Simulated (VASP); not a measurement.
Here is a VASP 6.6.1 calculation.

Contents of INCAR:

```
SYSTEM = SrTiO3
PREC     = Accurate       ! precision mode
ENCUT    = 520            ! plane-wave cutoff, eV
EDIFF    = 1E-6           ! SCF threshold, eV
ISMEAR   = 0              ! smearing method
SIGMA    = 0.05           ! smearing width, eV
LREAL    = .FALSE.        ! projectors in reciprocal space
LASPH    = .TRUE.         ! aspherical terms in the spheres
NELM     = 100            ! most SCF steps
ALGO     = Normal         ! electronic algorithm
ISIF     = 2              ! what is computed and relaxed
LWAVE    = .FALSE.        ! write WAVECAR
LCHARG   = .FALSE.        ! write CHGCAR
GGA      = PE             ! functional
NBANDS   = 28             ! bands
```

Contents of KPOINTS:

```
regular mesh
0
G
  6 6 6
  0 0 0
```

The input POSCAR:

```
SrTiO3
1.0
    3.9052800000      0.0000000000      0.0000000000
    0.0000000000      3.9052800000      0.0000000000
    0.0000000000      0.0000000000      3.9052800000
Sr Ti O
1 1 3
Direct
    0.5000000000      0.5000000000      0.5000000000
    0.0000000000      0.0000000000      0.0000000000
    0.5000000000      0.0000000000      0.0000000000
    0.0000000000      0.5000000000      0.0000000000
    0.0000000000      0.0000000000      0.5000000000
```

Potentials or basis: VASP PAW PBE potentials, release 64 (Sr_sv, Ti_sv, O).

Run with:

```bash
$ cat potpaw_PBE.64/Sr_sv/POTCAR potpaw_PBE.64/Ti_sv/POTCAR potpaw_PBE.64/O/POTCAR > POTCAR
$ mpirun -np 1 vasp_std > vasp.out
```

Problem. Predict the band gap on the k mesh.

Solution. 1.85 eV, indirect (least direct gap 2.21 eV).

Problem. Predict the pressure.

Solution. 4.9 GPa.

A k mesh can miss the band edges.
